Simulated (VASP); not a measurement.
Wanted: the native input for a VASP 6.6.1 run.

```
Task                   : single point
Functional             : r2SCAN
Potentials or basis    : VASP PAW PBE potentials, release 64 (In_d, P)
Cutoff                 : 520 eV
k mesh                 : 6 × 6 × 8
Occupations            : gaussian, width 0.1 eV
Spin                   : no spin polarisation
Dipole correction      : no
Further INCAR settings : ALGO = Normal; EDIFF = 1e-06; NBANDS = 36
```

Crystal: InP.

```
In P
1.0
     6.71696    0.00000    0.00000
    -3.35848    5.81705    0.00000
     0.00000    0.00000    3.64579
In P
3 3
Direct
  0.50000 0.00000 0.00000
  0.50000 0.50000 0.00000
  0.00000 0.50000 0.00000
  0.00000 0.00000 0.00000
  0.33333 0.66667 0.50000
  0.66667 0.33333 0.50000
```

These files were run (other wordings do the same):

POSCAR

```
InP
1.0
    6.7169552113      0.0000000000      0.0000000000
   -3.3584776057      5.8170538490      0.0000000000
    0.0000000000      0.0000000000      3.6457937544
In P
3 3
Direct
    0.5000000000      0.0000000000      0.0000000000
    0.5000000000      0.5000000000      0.0000000000
    0.0000000000      0.5000000000      0.0000000000
    0.0000000000      0.0000000000      0.0000000000
    0.3333333333      0.6666666667      0.5000000000
    0.6666666667      0.3333333333      0.5000000000
```

INCAR.step1

```
SYSTEM = InP
  PREC = Accurate
  ENCUT = 520
  ISMEAR = 0
  SIGMA = 0.1
  LREAL = .FALSE.
  LASPH = .TRUE.
  NELM = 60
  NBANDS = 36
  GGA = PE
  ALGO = Normal
  EDIFF = 1E-4
  LWAVE = .TRUE.
  LCHARG = .FALSE.
```

INCAR.step2

```
SYSTEM = InP
  PREC = Accurate
  ENCUT = 520
  EDIFF = 1E-6
  ISMEAR = 0
  SIGMA = 0.1
  LREAL = .FALSE.
  LASPH = .TRUE.
  NELM = 60
  ALGO = Normal
  ISIF = 2
  LWAVE = .FALSE.
  LCHARG = .FALSE.
  METAGGA = R2SCAN
  LMIXTAU = .TRUE.
  NBANDS = 36
  ISTART = 1
```

KPOINTS

```
regular mesh
0
G
  6 6 8
  0 0 0
```

Potentials or basis: VASP PAW PBE potentials, release 64 (In_d, P).

Launch:

```console
$ cat potpaw_PBE.64/In_d/POTCAR potpaw_PBE.64/P/POTCAR > POTCAR
$ cp INCAR.step1 INCAR
$ mpirun -np 1 vasp_std > vasp.out
$ cp INCAR.step2 INCAR
$ mpirun -np 1 vasp_std > vasp.out
```

Results of the run:

* Pressure: 0.0 GPa
* Band gap on the k mesh: zero (bands 27 and 28 overlap by 2.18 eV)

Caveat: the PAW data sets were made with another functional, which shifts forces and pressure a little; spin-orbit coupling is left out, which moves the levels of the heavy elements.

Run time: 9.3 min on 1 thread of Intel(R) Xeon(R) Platinum 8259CL CPU @ 2.50GHz (Skylake/Cascade Lake), on a shared host, peak memory 0.36 GiB.
